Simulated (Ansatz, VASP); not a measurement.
## MoS2: VASP beside Ansatz

The input INCAR:

```
ALGO = Normal
EDIFF = 1E-6
ENCUT = 500
GGA = PE
GGA_COMPAT = F
ISIF = 2
ISMEAR = 0
IVDW = 12
LASPH = T
LCHARG = F
LREAL = F
LWAVE = F
NBANDS = 20
NELM = 120
PREC = Accurate
SIGMA = 0.05
```

The input KPOINTS:

```
k-points
0
Gamma
  12 12 6
```

POSCAR

```
MoS2
1.0
    3.1627153129      0.0000000000      0.0000000000
   -1.5813576565      2.7389918059      0.0000000000
    0.0000000000      0.0000000000      6.3254306258
Mo S
1 2
Direct
    0.0000000000      0.0000000000      0.0000000000
    0.3333333333      0.6666666667      0.2357940733
    0.3333333333      0.6666666667      0.7642059267
```

Input for Ansatz:

```yaml
crystal:
  lattice:
    - [3.1627153129, 0.0, 0.0]
    - [-1.5813576565, 2.7389918059, 0.0]
    - [0.0, 0.0, 6.3254306258]
  atoms:
    - { symbol: Mo, position: [0.0, 0.0, 0.0] }
    - { symbol: S, position: [0.3333333333, 0.6666666667, 0.2357940733] }
    - { symbol: S, position: [0.3333333333, 0.6666666667, 0.7642059267] }
basis:
  ecutwfc: 420
kpoints:
  mp_grid: { grid: [12, 12, 6] }
hamiltonian:
  xc: pbe
  dispersion: d3bj
scf:
  occupations: { method: gaussian, width: 0.05 }
output:
  forces: true
  stress: true
  eigenvalues: true
```

Alike in both runs: task single point; functional PBE; dispersion D3(BJ); k mesh 12 × 12 × 6; occupations gaussian, width 0.05 eV; no spin polarisation.

|  | VASP | Ansatz |
| --- | --- | --- |
| version | VASP 6.6.1 | Ansatz 0.2.0 |
| potentials or method | VASP PAW PBE potentials, release 64 (Mo_sv, S), cutoff 500 eV | scalar-relativistic, plane waves, PAW |
| valence electrons in the cell | 26 | 26 |

VASP gave:

* gap on the k mesh at the Fermi level (eV): 0.61
* least direct gap on the mesh (eV): 1.57
* pressure (GPa): 6.9
* traceless stress, the component that is largest in VASP (GPa): 6.88
* rms of the force components (eV/Å): 0.639

What did Ansatz give for the same quantities?

gap on the k mesh at the Fermi level (eV): 0.60; least direct gap on the mesh (eV): 1.57; pressure (GPa): 7.0; traceless stress, the component that is largest in VASP (GPa): 6.93; rms of the force components (eV/Å): 0.648.

Atom by atom the forces differ by 0.009 eV/Å (rms over components).
